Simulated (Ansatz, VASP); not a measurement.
**Two plane-wave programs on CsCl**

```
CELL_PARAMETERS angstrom
4.19445 0.00000 0.00000
0.00000 4.19445 0.00000
0.00000 0.00000 4.19445
ATOMIC_POSITIONS crystal
Cs 0.00000 0.00000 0.00000
Cl 0.50000 0.50000 0.50000
```

Alike in both runs: task relaxation of the atoms; functional r2SCAN; k mesh 8 × 8 × 8; occupations fermi-dirac, width 0.02 eV; no spin polarisation.

```csv
,VASP,Ansatz
version,VASP 6.6.1,Ansatz 0.2.0
potentials or method,"VASP PAW PBE potentials, release 64 (Cs_sv, Cl), cutoff 500 eV",PAW plane waves
valence electrons in the cell,16,16
```

VASP gave:

- gap on the k mesh at the Fermi level, each at its own relaxed structure (eV): 5.81

Q: Estimate Ansatz's values.

A: gap on the k mesh at the Fermi level, each at its own relaxed structure (eV): 5.82.

VASP's potentials were made for PBE, not for r2SCAN. Ansatz's warnings: stress scf threshold loose.

Spin-orbit coupling is off throughout. Noted on VASP's run: the relaxation stopped at its first step, so nothing moved.
